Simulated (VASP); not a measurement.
Input of a VASP 6.6.1 run:

INCAR

```
PREC = Accurate
ENCUT = 500
EDIFF = 1E-7
ISMEAR = 0
SIGMA = 0.1
LREAL = F
LASPH = T
NELM = 120
ALGO = Normal
ISIF = 3
LWAVE = F
LCHARG = F
GGA = PE
IBRION = 2
NSW = 90
EDIFFG = -0.04
GGA_COMPAT = F
NELMIN = 4
```

KPOINTS

```
regular mesh
0
Gamma
  6 6 6
```

File POSCAR:

```
TiH6
1.0
    3.7331906185      0.0000000000      0.0000000000
   -1.8665953092      3.2330379128      0.0000000000
    0.0000000000      0.0000000000      2.7769535170
Ti H
1 6
Direct
    0.0000000000      0.0000000000      0.5000000000
    0.5000000000      0.0000000000      0.5000000000
    0.0000000000      0.5000000000      0.5000000000
    0.5000000000      0.5000000000      0.5000000000
    0.5000000000      0.0000000000      0.0000000000
    0.0000000000      0.5000000000      0.0000000000
    0.5000000000      0.5000000000      0.0000000000
```

Potentials or basis: VASP PAW PBE potentials, release 64 (Ti_sv, H).

Command:

```bash
$ cat potpaw_PBE.64/Ti_sv/POTCAR potpaw_PBE.64/H/POTCAR > POTCAR
$ mpirun -np 1 vasp_std > vasp.out
```

(1) Estimate the relaxed cell.

(2) What does it give for the band gap on the k mesh?

Results:

(1) a = 3.772 Å, b = 3.772 Å, c = 2.707 Å, α = 90.00°, β = 90.00°, γ = 120.00°.

(2) zero (bands 9 and 10 overlap by 3.98 eV).

Caveat: the k points lie up to 0.39 Å⁻¹ apart in the final cell, too coarse for converged energies and pressures of a metal.
